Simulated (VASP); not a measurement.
Crystal: Li2SnF3.

```
Li Sn F
1.0
     3.28693    0.00000    0.00000
    -1.64346    2.84656    0.00000
     0.00000    0.00000    7.46821
Li Sn F
2 1 3
Cartesian
  0.0000 0.0000 2.0960
  0.0000 1.8977 6.4349
  0.0000 1.8977 0.8898
  0.0000 0.0000 0.0000
  0.0000 1.8977 2.9858
  1.6435 0.9489 5.4016
```

* Program: VASP 6.6.1
* Task: relaxation of cell and atoms
* Functional: PBE
* Dispersion: D3(BJ)
* Potentials or basis: VASP PAW PBE potentials, release 64 (Li_sv, Sn_d, F)
* Cutoff: 600 eV
* k mesh: 6 × 6 × 4
* Occupations: gaussian, width 0.1 eV
* Spin: no spin polarisation

At the start: pressure 36.4 GPa; volume 11.65 Å³/atom.

Q: How do energy, volume and symmetry change on relaxing?

A: Over 30 steps the energy falls by 1663.6 meV/atom and the volume is 11.55 Å³/atom (-0.8 %); space group P3m1 (No. 156, to 0.1 Å) before and after.

Step by step:
```
step  energy change (eV)  largest force (eV/Å)  pressure (GPa)  volume (Å³)
   1              0.0000                8.9613           36.37        69.88
   2             -5.3655                3.8716           -2.78       100.09
   3             -5.3866                3.5893           -1.31        96.57
   4             -6.6338                2.6440           -5.56        97.98
   5             -7.6805                1.4305           -7.52        99.88
   6             -7.8101                1.1741           -7.41       100.49
   7             -8.4117                2.1639            1.14        85.89
   8             -8.4124                2.2114            1.61        85.35
   9             -8.6412                1.2779           -0.38        82.15
  10             -8.6648                1.0917           -0.15        82.89
  11             -8.7831                0.9670           -0.17        82.24
  12             -8.9794                0.7310           -0.43        80.19
  13             -9.0005                0.9034           -0.50        79.15
  14             -9.0868                0.9823           -0.70        78.48
  15             -9.3177                1.2051           -1.30        76.48
  16             -9.5228                1.3958           -1.11        72.58
  17             -9.5271                1.2750           -1.48        73.50
  18             -9.6890                0.8962           -0.52        71.50
  19             -9.7438                1.1546            0.93        69.67
  20             -9.8426                0.7029            0.01        70.16
  21             -9.9038                0.8804           -0.98        70.93
  22             -9.9598                0.2709           -1.07        70.30
  23             -9.9661                0.2430           -1.02        70.00
  24             -9.9757                0.0996            0.48        68.78
  25             -9.9758                0.0965            0.32        68.90
  26             -9.9781                0.0916            0.15        69.11
  27             -9.9796                0.0898           -0.09        69.44
  28             -9.9811                0.0531           -0.23        69.52
  29             -9.9813                0.0546           -0.30        69.56
  30             -9.9818                0.0234           -0.03        69.32
```

Final structure:
```
Li Sn F
1.0
     3.03474    0.00000    0.00000
    -1.51737    2.62816    0.00000
     0.00000    0.00000    8.69074
Li Sn F
2 1 3
Direct
  0.00000 0.00000 0.51842
  0.33333 0.66667 0.77708
  0.33333 0.66667 0.14348
  0.00000 0.00000 0.90223
  0.33333 0.66667 0.39688
  0.66667 0.33333 0.64644
```

Caveat: the k points lie up to 0.40 Å⁻¹ apart in the final cell, too coarse for converged energies and pressures of a metal; the cutoff is under 1.25 times the usual one of these potentials, so pressure, stress and relaxed cells hold a basis-set (Pulay) error; a cell axis changed by over 15 % at a fixed basis, so the end point is rough; an odd number of electrons without spin polarisation forces a metal; a magnetic or distorted state may lie lower.
